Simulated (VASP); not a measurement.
Set up this calculation in VASP 6.6.1, as the native input.

```
Task                   : single point
Functional             : PBE
Potentials or basis    : VASP PAW PBE potentials, release 64 (Cd, Br)
Cutoff                 : 520 eV
k mesh                 : 8 × 8 × 8
Occupations            : fermi-dirac, width 0.05 eV
Spin                   : no spin polarisation
Dipole correction      : no
Further INCAR settings : ALGO = Normal; EDIFF = 1e-07; NBANDS = 16
```

The structure of CdBr lies in POSCAR:

```
CdBr
1.0
    0.0000000000      3.1326492897      3.1326492897
    3.1326492897      0.0000000000      3.1326492897
    3.1326492897      3.1326492897      0.0000000000
Cd Br
1 1
Direct
    0.0000000000      0.0000000000      0.0000000000
    0.5000000000      0.5000000000      0.5000000000
```

The input as run:

INCAR

```
SYSTEM = CdBr
  PREC = Accurate
  ENCUT = 520
  EDIFF = 1E-7
  ISMEAR = -1
  SIGMA = 0.05
  LREAL = .FALSE.
  LASPH = .TRUE.
  NELM = 60
  ALGO = Normal
  ISIF = 2
  LWAVE = .FALSE.
  LCHARG = .FALSE.
  GGA = PE
  NBANDS = 16
```

KPOINTS

```
regular mesh
0
G
  8 8 8
  0 0 0
```

Potentials or basis: VASP PAW PBE potentials, release 64 (Cd, Br).

Launch:

```bash
$ cat potpaw_PBE.64/Cd/POTCAR potpaw_PBE.64/Br/POTCAR > POTCAR
$ mpirun -np 1 vasp_std > vasp.out
```

Results of the run:

```
Pressure               : -0.4 GPa
Band gap on the k mesh : zero (an odd number of electrons rules out a gap without spin polarisation)
```

Caveat: an odd number of electrons without spin polarisation forces a metal; a magnetic or distorted state may lie lower.

Wall time 42 s on 1 thread of AMD EPYC 7R43 64-Core Processor (Zen 3), with other jobs on the host, peak memory 0.17 GiB.
